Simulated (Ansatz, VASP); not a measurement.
# Mo in VASP and in Ansatz

```
Mo
1.0
     0.00000    2.01500    2.01500
     2.01500    0.00000    2.01500
     2.01500    2.01500    0.00000
Mo
1
Direct
  0.00000 0.00000 0.00000
```

Alike in both runs: task single point; functional LDA; k mesh 8 × 8 × 8; occupations gaussian, width 0.1 eV; no spin polarisation.

```csv
,VASP,Ansatz
version,VASP 6.6.1,Ansatz 0.2.0
potentials or method,"VASP PAW LDA potentials, release 64 (Mo_sv), cutoff 500 eV","scalar-relativistic, plane waves, PAW"
valence electrons in the cell,14,14
```

Ansatz gave:

```
gap on the k mesh at the Fermi level (eV) : none
pressure (GPa)                            : -16.4
```

Problem. Estimate VASP's values.

Solution. gap on the k mesh at the Fermi level (eV): none; pressure (GPa): -15.6.

LDA's correlation is that of Perdew and Zunger in VASP and of Perdew and Wang (1992) in Ansatz. A gap of «none» marks a metal or a gap that the smearing closes.
